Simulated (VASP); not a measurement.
**Hf: single point with revPBE+D3(BJ)**

Hf, a slab with vacuum:

```xyz
3
Lattice="3.0962 0.0000 0.0000 -1.5481 2.6814 0.0000 0.0000 0.0000 21.9000" Properties=species:S:1:pos:R:3 pbc="T T T"
Hf    1.5481    0.8938    7.0000
Hf    0.0000    1.7876    9.4356
Hf    1.5481    0.8938   12.1370
```

| Quantity | Value |
| --- | --- |
| Program | VASP 6.6.1 |
| Task | single point |
| Functional | revPBE |
| Dispersion | D3(BJ) |
| Potentials or basis | VASP PAW PBE potentials, release 64 (Hf_pv) |
| Cutoff | 400 eV |
| k mesh | 12 × 12 × 1 |
| Occupations | methfessel-paxton, width 0.1 eV |
| Spin | no spin polarisation |
| Dipole correction | yes |
| Further INCAR settings | ALGO = Normal; EDIFF = 1e-06; NBANDS = 22; NELMDL = -8 |

- Largest force: 0.610 eV/Å
- Band gap on the k mesh: zero (bands 15 and 16 overlap by 0.67 eV)
- Dispersion energy per atom: -0.540 eV

Forces on the atoms (eV/Å):
```
Hf   0.000  0.000 -0.092
Hf   0.000  0.000  0.610
Hf   0.000  0.000 -0.518
```

Levels at points of the mesh, in eV from the Fermi level:
| k point | band 11 | band 12 | band 13 | band 14 | band 15 | band 16 | band 17 | band 18 | band 19 | band 20 |
| --- | --- | --- | --- | --- | --- | --- | --- | --- | --- | --- |
| (0.00, 0.00, 0.00) | -5.38 | -4.12 | -0.19 | -0.01 | 0.33 | 1.12 | 1.41 | 1.41 | 1.55 | 1.55 |
| (0.50, 0.00, 0.00) | -3.04 | -2.63 | -1.61 | -1.11 | -0.04 | 0.96 | 1.46 | 1.77 | 1.84 | 3.32 |

Wall time 2.7 min on 1 thread of Intel(R) Xeon(R) Platinum 8259CL CPU @ 2.50GHz (Skylake/Cascade Lake) (shared host), peak memory 0.25 GiB.

Caveat: the PAW data sets were made with another functional, which shifts forces and pressure a little; spin-orbit coupling is left out, which moves the levels of the heavy elements.
